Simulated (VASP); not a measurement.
Write the native input for VASP 6.6.1 that does the following.

- Task: single point
- Functional: PBE
- Potentials or basis: VASP PAW PBE potentials, release 64 (Sn_d, H)
- Cutoff: 520 eV
- k mesh: 6 × 6 × 6
- Occupations: gaussian, width 0.1 eV
- Spin: no spin polarisation
- Dipole correction: no
- Further INCAR settings: ALGO = Normal; EDIFF = 1e-07; NBANDS = 18

The structure of SnH5 lies in POSCAR:

```
SnH5
1.0
    0.0000000000      3.0508385200      3.0508385200
    3.0508385200      0.0000000000      3.0508385200
    3.0508385200      3.0508385200      0.0000000000
Sn H
1 5
Direct
    0.2500000000      0.2500000000      0.2500000000
    0.6549721800      0.6549721800      0.6549721800
    0.6549721800      0.6549721800      0.0350834500
    0.6549721800      0.0350834500      0.6549721800
    0.0350834500      0.6549721800      0.6549721800
    0.0000000000      0.0000000000      0.0000000000
```

The cell was built from a structure type or drawn by symmetry, and may not be a known phase.

These files were run (other wordings do the same):

INCAR

```
SYSTEM = SnH5
PREC = Accurate
ENCUT = 520
EDIFF = 1E-7
ISMEAR = 0
SIGMA = 0.1
LREAL = .False.
LASPH = .True.
NELM = 60
ALGO = Normal
ISIF = 2
LWAVE = .False.
LCHARG = .True.
GGA = PE
LELF = .True.
LVHAR = .True.
NBANDS = 18
```

KPOINTS

```
Automatic mesh
0
Gamma
  6 6 6
  0 0 0
```

Potentials or basis: VASP PAW PBE potentials, release 64 (Sn_d, H).

Command:

```bash
$ cat potpaw_PBE.64/Sn_d/POTCAR potpaw_PBE.64/H/POTCAR > POTCAR
$ mpirun -np 1 vasp_std > vasp.out
```

It gave:

The pressure is -12.9 GPa. The largest force is 0.281 eV/Å and the band gap on the k mesh is zero (an odd number of electrons rules out a gap without spin polarisation).

Caveat: the cell stands under tension; spin-orbit coupling is left out, which moves the levels of the heavy elements.

Wall time 19 s on 1 thread of Intel(R) Xeon(R) Platinum 8259CL CPU @ 2.50GHz (Skylake/Cascade Lake) (shared host), peak memory 0.17 GiB.
